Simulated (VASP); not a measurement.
# Li (P6_3/mmc) in VASP: a series of runs, part 2 of 2

VASP 6.6.1.

## Step 4: Single point, BLYP (18.37 Å³/atom)

This run uses another cell than the first one, of 18.37 Å³/atom.

File INCAR:

```
  PREC = Accurate
  ENCUT = 520
  EDIFF = 1E-7
  ISMEAR = -1
  SIGMA = 0.1
  LREAL = False
  LASPH = True
  NELM = 80
  ALGO = Normal
  ISIF = 2
  LWAVE = False
  LCHARG = False
  GGA = B5
  ALDAX = 1.0
  AGGAX = 1.0
  AGGAC = 1.0
  ALDAC = 0.0
  NBANDS = 14
```

File KPOINTS:

```
Automatic mesh
0
Gamma
  13 13 4
```

File POSCAR:

```
Li
1.0
    2.9641809176      0.0000000000      0.0000000000
   -1.4820904588      2.5670559761      0.0000000000
    0.0000000000      0.0000000000      9.6569511116
Li
4
Direct
    1.0000000000      1.0000000000      0.0000000000
    1.0000000000      1.0000000000      0.5000000000
    0.3333333333      0.6666666667      0.2500000000
    0.6666666667      0.3333333333      0.7500000000
```

Potentials or basis: VASP PAW PBE potentials, release 64 (Li_sv).

Run with:

```console
> cat potpaw_PBE.64/Li_sv/POTCAR > POTCAR
> mpirun -np 1 vasp_std > vasp.out
```

OUTCAR:

```text
PREC = Accurate
   ENCUT = 520
   EDIFF = 1E-7
   ISMEAR = -1
   LREAL = False
   LASPH = True
   NELM = 80
   ISIF = 2
   GGA = B5

 ion  position               nearest neighbor table
   1  0.000  0.000  0.000-
   2  0.000  0.000  0.500-
   3  0.333  0.667  0.250-
   4  0.667  0.333  0.750-

  LATTYP: Found a hexagonal cell.
 ALAT       =     2.9641809176
 C/A-ratio  =     3.2578818163

[... 595 lines left out ...]
     10       8.1930      0.00000
     11      11.3304      0.00000
     12      12.0244      0.00000
     13      12.5467      0.00000
     14      12.7531      0.00000

 [... further k-points ...]
[... 5 lines left out ...]
  --------------------------------------------------------------------------------------
  -------------------------------------------------------------------------------------
  Total        0.5625044      0.5625044      0.6380127      0.0000000      0.0000000      0.0000000
  in kB       12.2646857     12.2646857     13.9110478      0.0000000      0.0000000      0.0000000
  external PRESSURE =      12.8134731 kB  Pullay stress =       0.0000000 kB

 VOLUME and BASIS-vectors are now :
 -----------------------------------------------------------------------------
  energy-cutoff  :      520.00
  volume of cell :       73.48
      direct lattice vectors                 reciprocal lattice vectors
     2.964180918  0.000000000  0.000000000     0.337361324  0.194775651  0.000000000
    -1.482090459  2.567055976  0.000000000     0.000000000  0.389551303  0.000000000
     0.000000000  0.000000000  9.656951112     0.000000000  0.000000000  0.103552352

 POSITION                                       TOTAL-FORCE (eV/Angst)
 -----------------------------------------------------------------------------------
      0.00000      0.00000      0.00000        -0.000000     -0.000000     -0.000000
      0.00000      0.00000      4.82848        -0.000000     -0.000000     -0.000000
     -0.00000      1.71137      2.41424        -0.000000      0.000000      0.000000
      1.48209      0.85569      7.24271         0.000000     -0.000000     -0.000000
 -----------------------------------------------------------------------------------
    total drift:                               -0.000000      0.000000      0.000000

  FREE ENERGIE OF THE ION-ELECTRON SYSTEM (eV)
  ---------------------------------------------------
  free  energy   TOTEN  =        -6.2786534078 eV

  energy  without entropy=       -6.2113249867  energy(sigma->0) =       -6.24498920
```

stdout:

```text
POSCAR found type information on POSCAR Li
 POSCAR found :  1 types and       4 ions
 scaLAPACK will be used
 -----------------------------------------------------------------------------
|                                                                             |
|                                                                             |
|     You enforced a specific xc type in the INCAR file but a different       |
|     I HOPE YOU KNOW WHAT YOU ARE DOING!                                     |
|                                                                             |
 -----------------------------------------------------------------------------

 LDA part: xc-table for (Slater(with rela. corr.)+VWN5), standard interpolation
 POSCAR, INCAR and KPOINTS ok, starting setup
 FFT: planning ... GRIDC
 FFT: planning ... GRID_SOFT
 FFT: planning ... GRID
 WAVECAR not read
 entering main loop
```

It took 58 s on 1 thread of AMD EPYC 9R45 (Zen 5), shared host; peak memory 0.17 GiB.

What came out:

| Quantity | Value |
| --- | --- |
| Free energy | -6.2787 eV |
| Band gap on the k mesh | zero (bands 6 and 7 overlap by 4.20 eV) |

Levels at points of the mesh, in eV from the Fermi level:
| k point | band 3 | band 4 | band 5 | band 6 | band 7 | band 8 | band 9 | band 10 |
| --- | --- | --- | --- | --- | --- | --- | --- | --- |
| (0.00, 0.00, 0.00) | -47.07 | -47.05 | -3.67 | -2.52 | -2.52 | -0.06 | 3.29 | 8.53 |
| (0.00, 0.00, 0.50) | -47.06 | -47.06 | -3.38 | -3.38 | -1.16 | -1.16 | 5.09 | 5.09 |

Caveat: the cutoff is under 1.25 times the usual one of these potentials, so pressure, stress and relaxed cells hold a basis-set (Pulay) error; the PAW data sets were made with another functional, which shifts forces and pressure a little.

## Step 5: Summary

| cell | k mesh | gap on the mesh (eV) |
| --- | --- | --- |
| a = 3.048, b = 3.048, c = 9.929 Å, angles 90.0, 90.0, 120.0°, 4 atoms | 12 × 12 × 3 | none |
| a = 2.921, b = 2.921, c = 9.515 Å, angles 90.0, 90.0, 120.0°, 4 atoms | 13 × 13 × 4 | none |
| a = 2.964, b = 2.964, c = 9.657 Å, angles 90.0, 90.0, 120.0°, 4 atoms | 13 × 13 × 4 | none |

Alike in all rows: task single point; level BLYP; potentials or basis VASP PAW PBE potentials, release 64 (Li_sv); no spin polarisation; cutoff (eV) 520; smearing fermi-dirac 0.1 eV.

Caveats: the cutoff is under 1.25 times the usual one of these potentials, so pressure, stress and relaxed cells hold a basis-set (Pulay) error; the PAW data sets were made with another functional, which shifts forces and pressure a little.

Absolute energies hang on the potentials; compare differences alone.
